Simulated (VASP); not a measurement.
Set up this calculation in VASP 6.6.1, as the native input.

```yaml
Task: single point
Functional: PBEsol
Potentials_or_basis: VASP PAW PBE potentials, release 64 (Sb)
Cutoff: 520 eV
k_mesh: 7 × 7 × 7
Occupations: fermi-dirac, width 0.1 eV
Spin: no spin polarisation
Dipole_correction: no
Further_INCAR_settings: ALGO = Normal; EDIFF = 1e-06; NBANDS = 8
```

The structure of Sb lies in POSCAR:

```
Sb
1.0
   -1.9116750000      1.8985960000      1.9109740000
    1.8664480000     -1.9242180000      1.8913690000
    1.8258330000      1.8383760000     -1.9365960000
Sb
1
Direct
    0.0066800000      0.0021220000      0.0177370000
```

One way to write it, as run:

INCAR

```
SYSTEM = Sb
ALGO = Normal
EDIFF = 1E-6
ENCUT = 520
GGA = PS
ISIF = 2
ISMEAR = -1
LASPH = .TRUE.
LCHARG = .FALSE.
LREAL = .FALSE.
LWAVE = .FALSE.
NBANDS = 8
NELM = 100
PREC = Accurate
SIGMA = 0.1
```

KPOINTS

```
k-points
0
G
  7 7 7
  0 0 0
```

Potentials or basis: VASP PAW PBE potentials, release 64 (Sb).

Launch:

```console
$ cat potpaw_PBE.64/Sb/POTCAR > POTCAR
$ mpirun -np 1 vasp_std > vasp.out
```

Results of the run:

```yaml
Pressure: -0.1 GPa
```

Caveat: the PAW data sets were made with another functional, which shifts forces and pressure a little.

Wall time 14 s on 1 thread of Intel Xeon 6975P-C (shared host), peak memory 0.16 GiB.
